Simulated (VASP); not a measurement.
A run of VASP 6.6.1 is set up as follows.

Contents of POSCAR:

```
AlN
1.0
    3.1473823069      0.0000000000      0.0000000000
   -1.5736911535      2.7257130332      0.0000000000
    0.0000000000      0.0000000000      5.0448121117
Al N
2 2
Direct
    0.3333333333      0.6666666667     -0.0007776514
    0.6666666667      0.3333333333      0.4992223486
    0.3333333333      0.6666666667      0.3807776514
    0.6666666667      0.3333333333      0.8807776514
```

File INCAR.step1:

```
PREC = Accurate
ENCUT = 600
ISMEAR = 0
SIGMA = 0.05
LREAL = F
LASPH = T
NELM = 60
GGA = PE
ALGO = Normal
EDIFF = 1E-4
LWAVE = T
LCHARG = F
```

File INCAR.step2:

```
PREC = Accurate
ENCUT = 600
EDIFF = 1E-6
ISMEAR = 0
SIGMA = 0.05
LREAL = F
LASPH = T
NELM = 60
ALGO = Normal
ISIF = 4
LWAVE = F
LCHARG = F
METAGGA = R2SCAN
LMIXTAU = T
IBRION = 2
NSW = 60
EDIFFG = -0.01
ISTART = 1
```

Contents of KPOINTS:

```
regular mesh
0
Gamma
  8 8 4
```

Potentials or basis: VASP PAW PBE potentials, release 64 (Al, N).

The run is started by

```bash
$ cat potpaw_PBE.64/Al/POTCAR potpaw_PBE.64/N/POTCAR > POTCAR
$ cp INCAR.step1 INCAR
$ mpirun -np 1 vasp_std > vasp.out
$ cp INCAR.step2 INCAR
$ mpirun -np 1 vasp_std > vasp.out
```

Estimate the band gap on the k mesh.

4.58 eV.

Final structure:
```yaml
crystal:
  lattice:
    - [3.14512, 0.00000, 0.00000]
    - [-1.57256, 2.72376, 0.00000]
    - [0.00000, 0.00000, 5.05206]
  atoms:
    - { symbol: Al, position: [0.33333, 0.66667, 0.99955] }
    - { symbol: Al, position: [0.66667, 0.33333, 0.49955] }
    - { symbol: N, position: [0.33333, 0.66667, 0.38045] }
    - { symbol: N, position: [0.66667, 0.33333, 0.88045] }
```

Caveat: the PAW data sets were made with another functional, which shifts forces and pressure a little. r2SCAN opens gaps a little over a GGA but as a rule still falls short of measured ones.
